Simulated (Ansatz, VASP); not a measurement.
**Two plane-wave programs on LiCl**

Contents of INCAR:

```
SYSTEM = LiCl
ALGO = Normal
EDIFF = 1E-6
ENCUT = 520
GGA = PE
ISIF = 2
ISMEAR = -1
LASPH = .TRUE.
LCHARG = .FALSE.
LREAL = .FALSE.
LWAVE = .FALSE.
NBANDS = 12
NELM = 80
PREC = Accurate
SIGMA = 0.02
```

File KPOINTS:

```
k-points
0
G
  8 8 8
  0 0 0
```

POSCAR

```
LiCl
1.0
    0.0000000000      2.6327181046      2.6327181046
    2.6327181046      0.0000000000      2.6327181046
    2.6327181046      2.6327181046      0.0000000000
Li Cl
1 1
Direct
    0.0000000000      0.0000000000      0.0000000000
    0.5000000000      0.5000000000      0.5000000000
```

Input for Ansatz:

```yaml
crystal:
  lattice:
    - [0.0, 2.6327181046, 2.6327181046]
    - [2.6327181046, 0.0, 2.6327181046]
    - [2.6327181046, 2.6327181046, 0.0]
  atoms:
    - { symbol: Li, position: [0.0, 0.0, 0.0] }
    - { symbol: Cl, position: [0.5, 0.5, 0.5] }
kpoints:
  mp_grid: { grid: [8, 8, 8] }
  band_path:
    path:
      - [0.0, 0.0, 0.0]
      - [0.5, 0.0, 0.5]
      - [0.625, 0.25, 0.625]
      - [0.375, 0.375, 0.75]
      - [0.5, 0.5, 0.5]
      - [0.5, 0.25, 0.75]
      - [0.075, 0.075, 0.15]
    npoints: 1
hamiltonian:
  xc: pbe
scf:
  occupations: { method: fermi_dirac, width: 0.02 }
  n_extra_bands: 4
output:
  forces: true
  stress: true
  eigenvalues: true
```

Change from the starting cell: hydrostatic strain +3.0%.

Alike in both runs: task single point; functional PBE; k mesh 8 × 8 × 8; occupations fermi-dirac, width 0.02 eV; no spin polarisation.

|  | VASP | Ansatz |
| --- | --- | --- |
| version | VASP 6.6.1 | Ansatz 0.2.0 |
| potentials or method | VASP PAW PBE potentials, release 64 (Li_sv, Cl) | plane waves, PAW |
| plane-wave cutoff (eV) | 520 | 420 |
| valence electrons in the cell | 10 | 10 |

|  | VASP | Ansatz | Ansatz less VASP |
| --- | --- | --- | --- |
| gap on the k mesh at the Fermi level (eV) | 5.92 | 5.90 | -0.011 |

Noted on VASP's run: the cutoff is short for stress, so the pressure is rough.
